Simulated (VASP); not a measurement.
# Sn in VASP: single point with PBEsol

Aim: the single point of Sn with PBEsol.

Program: VASP 6.6.1. These are calculated values, not measurements. Logs are shortened: lines on timing, memory, paths and dates and some standing lists are left out, and cuts for length are marked.

## 1. The cell of the first run

The typed cell holds 1 atom: a = 3.031 Å, b = 3.031 Å, c = 3.031 Å, α = 89.99°, β = 89.99°, γ = 89.99°.

This isn't the form of Sn at room conditions, which is tetragonal (white tin).

## 2. Single point, PBEsol

INCAR

```
SYSTEM = Sn
PREC     = Accurate       ! precision mode
ENCUT    = 520            ! plane-wave cutoff, eV
EDIFF    = 1E-7           ! SCF threshold, eV
ISMEAR   = 0              ! smearing method
SIGMA    = 0.1            ! smearing width, eV
LREAL    = .FALSE.        ! projectors in reciprocal space
LASPH    = .TRUE.         ! aspherical terms in the spheres
NELM     = 80             ! most SCF steps
ALGO     = Fast           ! electronic algorithm
ISIF     = 2              ! what is computed and relaxed
LWAVE    = .FALSE.        ! write WAVECAR
LCHARG   = .TRUE.         ! write CHGCAR
GGA      = PS             ! functional
LELF     = .TRUE.         ! ELF
LVHAR    = .TRUE.       
NBANDS   = 13             ! bands
```

KPOINTS

```
regular mesh
0
G
  18 18 18
  0 0 0
```

POSCAR

```
Sn
1.0
    2.1433848865      1.2374838412      1.7502977114
   -2.1433848865      1.2374838412      1.7502977114
    0.0000000000     -2.4749676825      1.7502977113
Sn
1
Direct
    0.5000000000      0.5000000000      0.5000000000
```

Potentials or basis: VASP PAW PBE potentials, release 64 (Sn_d).

On the command line:

```bash
cat potpaw_PBE.64/Sn_d/POTCAR > POTCAR
mpirun -np 1 vasp_std > vasp.out
```

OUTCAR:

```text
SYSTEM = Sn
   PREC = Accurate
   ENCUT = 520
   EDIFF = 1E-7
   ISMEAR = 0
   LREAL = .FALSE.
   LASPH = .TRUE.
   NELM = 80
   ISIF = 2
   GGA = PS

 ion  position               nearest neighbor table
   1  0.500  0.500  0.500-

  LATTYP: Found a trigonal (rhomboedric) cell.
 ALAT       =     3.0313375113
 COS(alpha) =     0.0000881014

  Lattice vectors:

 A1 = (   2.1433848865,   1.2374838412,   1.7502977114)
 A2 = (  -2.1433848865,   1.2374838412,   1.7502977114)
 A3 = (   0.0000000000,  -2.4749676825,   1.7502977113)

Analysis of symmetry for initial positions (statically):
=====================================================================
 Subroutine PRICEL returns:
 Original cell was already a primitive cell.

 Routine SETGRP: Setting up the symmetry group for a
 trigonal (rhombohedral) supercell.

 Subroutine GETGRP returns: Found 12 space group operations
 (whereof 12 operations were pure point group operations)
 out of a pool of 12 trial point group operations.

The static configuration has the point symmetry D_3d.

Analysis of symmetry for dynamics (positions and initial velocities):
=====================================================================
 Subroutine PRICEL returns:
 Original cell was already a primitive cell.

 Routine SETGRP: Setting up the symmetry group for a
 trigonal (rhombohedral) supercell.

 Subroutine GETGRP returns: Found 12 space group operations
 (whereof 12 operations were pure point group operations)
 out of a pool of 12 trial point group operations.

The dynamic configuration has the point symmetry D_3d.

 Subroutine INISYM returns: Found 12 space group operations
 (whereof 12 operations are pure point group operations),
 and found     1 'primitive' translations

----------------------------------------------------------------------------------------

                                     Primitive cell

  volume of cell :      27.8550

  direct lattice vectors                    reciprocal lattice vectors
     2.143384886  1.237483841  1.750297711     0.233275882  0.134681893  0.190443792
    -2.143384886  1.237483841  1.750297711    -0.233275882  0.134681893  0.190443792
     0.000000000 -2.474967682  1.750297711     0.000000000 -0.269363787  0.190443792

  length of vectors
     3.031337511  3.031337511  3.031337511     0.329887386  0.329887386  0.329887386

  position of ions in fractional coordinates (direct lattice)
[... 79 lines left out ...]
   EDIFFG = 0.1E-05   stopping-criterion for IOM
   NSW    =      0    number of steps for IOM
   IBRION =     -1    ionic relax: 0-MD 1-quasi-New 2-CG
   NFREE  =      0    steps in history (QN), initial steepest desc. (CG)
   ISIF   =      2    stress and relaxation
   ISYM   =      2    0-nonsym 1-usesym 2-fastsym
   POTIM  = 0.5000    time-step for ionic-motion
   TEBEG  =    0.0;   TEEND  =   0.0 temperature during run
   PSTRESS=    0.0 pullay stress
   NELECT =      14.0000    total number of electrons
   NUPDOWN=      -1.0000    fix difference up-down
   EMIN   =  10.00;   EMAX   =-10.00  energy-range for DOS
   EFERMI =   0.00;   METHOD = LEGACY
   ISMEAR =     0;   SIGMA  =   0.10  broadening in eV -4-tet -1-fermi 0-gaus
   EFERMI_NEDOS =   21; number of points for ismear=-14 and -15
   IALGO  =     68    algorithm
   IMIX   =      4    mixing-type and parameters
     AMIX     =   0.40;   BMIX     =  1.00
     AMIX_MAG =   1.60;   BMIX_MAG =  1.00
  volume/ion in A,a.u.               =      27.85       187.97
  Fermi-wavevector in a.u.,A,eV,Ry     =   1.301617  2.459700 23.051084  1.694207
  Thomas-Fermi vector in A             =   2.432739
   LORBIT       =      0    0 simple, 1 ext, 2 COOP (PROOUT), +10 PAW based schemes
   GGA     = PS    functional components
   LHFCALC =     F    Hartree Fock is set to
   AEXX    =    0.0000 exact exchange contribution
   IVDW    =     0    specifies the selected vdW correction
   LEPSILON=     F    determine dielectric tensor
   LRPA    =     F    only Hartree local field effects (RPA)
 non-spin polarized calculation
 RMM-DIIS sequential band-by-band and
 Gauss-broadening in eV      SIGMA  =   0.10
  energy-cutoff  :      520.00
  volume of cell :       27.85
 maximum number of plane-waves:       768
   NGX = 11   NGY = 11   NGZ = 11

 number of electron      14.0000014 magnetization

 Free energy of the ion-electron system (eV)
  ---------------------------------------------------
  ext. energy  EPLUGINS =         0.00000000
  ---------------------------------------------------
  free energy    TOTEN  =        -4.22235142 eV

  energy without entropy =       -4.22029777  energy(sigma->0) =       -4.22132460

 E-fermi :   7.3910     XC(G=0): -10.2885

 val. band max:        7.3430153612   @ k =  -0.4444   0.5000   0.4444
 cond. band min:       7.4621908386   @ k =  -0.3333   0.3333   0.2778
 fundamental gap:      0.1191754774
 Fermi energy:         7.3909532414

 k-point     1 :       0.0000    0.0000    0.0000
  band No.  band energies     occupation
      1     -14.1274      2.00000
      2     -14.1274      2.00000
      3     -13.6957      2.00000
      4     -13.6957      2.00000
      5     -13.6957      2.00000
      6      -3.5868      2.00000
      7      12.8747      0.00000
      8      12.8747      0.00000
      9      12.8752      0.00000
     10      16.2344      0.00000
     11      16.2344      0.00000
     12      17.5968      0.00000
     13      27.7101      0.00000
[... 354 lines left out ...]
  band No.  band energies     occupation
      1     -14.1108      2.00000
      2     -13.9838      2.00000
      3     -13.7467      2.00000
      4     -13.7423      2.00000
      5     -13.6953      2.00000
      6      -2.7236      2.00000
      7       7.7536      0.00000
      8      12.9610      0.00000
      9      13.7737      0.00000
     10      17.1288      0.00000
     11      18.1597      0.00000
     12      22.7897      0.00000
     13      23.4221      0.00000

 [... further k-points ...]
[... 5 lines left out ...]
  --------------------------------------------------------------------------------------
  -------------------------------------------------------------------------------------
  Total       -0.0089463     -0.0089463     -0.0092679      0.0000000     -0.0000000     -0.0000000
  in kB       -0.5145804     -0.5145804     -0.5330749      0.0000000     -0.0000000     -0.0000000
  external PRESSURE =      -0.5207452 kB  Pullay stress =       0.0000000 kB

 VOLUME and BASIS-vectors are now :
 -----------------------------------------------------------------------------
  energy-cutoff  :      520.00
  volume of cell :       27.85
      direct lattice vectors                 reciprocal lattice vectors
     2.143384886  1.237483841  1.750297711     0.233275882  0.134681893  0.190443792
    -2.143384886  1.237483841  1.750297711    -0.233275882  0.134681893  0.190443792
     0.000000000 -2.474967682  1.750297711     0.000000000 -0.269363787  0.190443792

 POSITION                                       TOTAL-FORCE (eV/Angst)
 -----------------------------------------------------------------------------------
      0.00000     -0.00000      2.62545         0.000000      0.000000      0.000000
 -----------------------------------------------------------------------------------
    total drift:                                0.000000      0.000000     -0.000000

  FREE ENERGIE OF THE ION-ELECTRON SYSTEM (eV)
  ---------------------------------------------------
  free  energy   TOTEN  =        -4.2223514225 eV

  energy  without entropy=       -4.2202977720  energy(sigma->0) =       -4.22132460
```

OSZICAR:

```text
N       E                     dE             d eps       ncg     rms          rms(c)
DAV:   1     0.815905530441E+02    0.81591E+02   -0.75593E+03 15323   0.166E+03
DAV:   2     0.153067930014E+01   -0.80060E+02   -0.77103E+02 15870   0.336E+02
DAV:   3    -0.412339130324E+01   -0.56541E+01   -0.56291E+01 17868   0.739E+01
DAV:   4    -0.423798918565E+01   -0.11460E+00   -0.11458E+00 17498   0.114E+01
DAV:   5    -0.424145389810E+01   -0.34647E-02   -0.34646E-02 18668   0.200E+00    0.175E+00
RMM:   6    -0.422648444645E+01    0.14969E-01   -0.15727E-02 19114   0.175E+00    0.987E-01
RMM:   7    -0.422242996142E+01    0.40545E-02   -0.11539E-02 19014   0.143E+00    0.137E-01
RMM:   8    -0.422230499970E+01    0.12496E-03   -0.15879E-03 20945   0.462E-01    0.396E-02
RMM:   9    -0.422234957049E+01   -0.44571E-04   -0.43093E-04 24621   0.181E-01    0.352E-02
RMM:  10    -0.422234955272E+01    0.17767E-07   -0.30245E-05 20762   0.671E-02    0.168E-02
RMM:  11    -0.422235144693E+01   -0.18942E-05   -0.13870E-05 23956   0.411E-02    0.510E-03
RMM:  12    -0.422235161204E+01   -0.16511E-06   -0.33949E-06 23209   0.175E-02    0.281E-03
RMM:  13    -0.422235140695E+01    0.20509E-06   -0.34456E-07 14566   0.557E-03    0.732E-05
RMM:  14    -0.422235142245E+01   -0.15505E-07   -0.62320E-08 10341   0.327E-03
   1 F= -.42223514E+01 E0= -.42213246E+01  d E =-.205365E-02
```

stdout:

```text
POSCAR found type information on POSCAR Sn
 POSCAR found :  1 types and       1 ions
 scaLAPACK will be used
 -----------------------------------------------------------------------------
|                                                                             |
|                                                                             |
|     You enforced a specific xc type in the INCAR file but a different       |
[... 28 lines left out ...]
WARNING in EDDRMM: call to ZHEGV failed, returncode =   8  4     12
WARNING in EDDRMM: call to ZHEGV failed, returncode =   6  3     10
WARNING in EDDRMM: call to ZHEGV failed, returncode =   6  3     11
WARNING in EDDRMM: call to ZHEGV failed, returncode =   6  3     11
WARNING in EDDRMM: call to ZHEGV failed, returncode =   6  3     11
WARNING in EDDRMM: call to ZHEGV failed, returncode =   6  3      9
WARNING in EDDRMM: call to ZHEGV failed, returncode =   6  3     10
```

It took 2.7 min on 1 thread of Intel Xeon 8259CL, shared host; peak memory 0.3 GiB.

Results:

```
Free energy            : -4.2224 eV
Pressure               : -0.1 GPa
Band gap on the k mesh : zero (bands 7 and 8 overlap by 7.72 eV)
```

Caveat: the PAW data sets were made with another functional, which shifts forces and pressure a little; spin-orbit coupling is left out, which moves the levels of the heavy elements.
